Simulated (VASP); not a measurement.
Input of a VASP 6.6.1 run:

The input INCAR:

```
SYSTEM = Y3ScRu4
  PREC = Accurate
  ENCUT = 520
  EDIFF = 1E-6
  ISMEAR = 0
  SIGMA = 0.2
  LREAL = .FALSE.
  LASPH = .TRUE.
  NELM = 100
  ALGO = Fast
  ISIF = 2
  LWAVE = .FALSE.
  LCHARG = .FALSE.
  GGA = PE
  NBANDS = 60
```

KPOINTS

```
regular mesh
0
G
  6 6 6
  0 0 0
```

File POSCAR:

```
Y3ScRu4
1.0
   -3.3592838985      3.3592838985      3.3592838985
    3.3592838985     -3.3592838985      3.3592838985
    3.3592838985      3.3592838985     -3.3592838985
Y Sc Ru
3 1 4
Direct
    1.0000000000      0.5000000000      0.5000000000
    0.5000000000      0.0000000000      0.5000000000
    0.5000000000      0.5000000000      0.0000000000
    0.0000000000      0.0000000000      0.0000000000
    0.5000000000      0.5000000000      0.5000000000
    1.0000000000      0.0000000000      0.5000000000
    1.0000000000      0.5000000000      0.0000000000
    0.5000000000      0.0000000000      0.0000000000
```

Potentials or basis: VASP PAW PBE potentials, release 64 (Y_sv, Sc_sv, Ru_pv).

Run with:

```sh
$ cat potpaw_PBE.64/Y_sv/POTCAR potpaw_PBE.64/Sc_sv/POTCAR potpaw_PBE.64/Ru_pv/POTCAR > POTCAR
$ mpirun -np 1 vasp_std > vasp.out
```

(1) What does it give for the band gap on the k mesh?

(2) Estimate the pressure.

Answers

(1) zero (band 50 reaches 8.20 eV, above the bottom of band 51 at 5.70 eV).

(2) 0.0 GPa.
